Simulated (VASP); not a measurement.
Ga:

```
Ga
1.0
     0.00000    1.87733    1.87733
     1.87733    0.00000    1.87733
     1.87733    1.87733    0.00000
Ga
1
Direct
  0.00000 0.00000 0.00000
```

This cell differs from its parent crystal: Sc replaced by Ga, lengths x 0.831, strained.

Base run:

- Program: VASP 6.6.1
- Functional: PBE
- Potentials or basis: VASP PAW PBE potentials, release 64 (Ga_d)
- Cutoff: 500 eV
- k mesh: 20 × 20 × 20
- Occupations: gaussian, width 0.1 eV
- Spin: no spin polarisation

Its results: band gap on the k mesh zero (an odd number of electrons rules out a gap without spin polarisation); pressure 41.8 GPa.

**Question.** The run is repeated on the same cell with these changes: k mesh from 20 × 20 × 20 to 8 × 8 × 8. What comes out?

**Answer.** Band gap on the k mesh zero (an odd number of electrons rules out a gap without spin polarisation); pressure 40.7 GPa.

Caveats: some runs use coarse meshes; the cell stands under pressure (at least some runs).
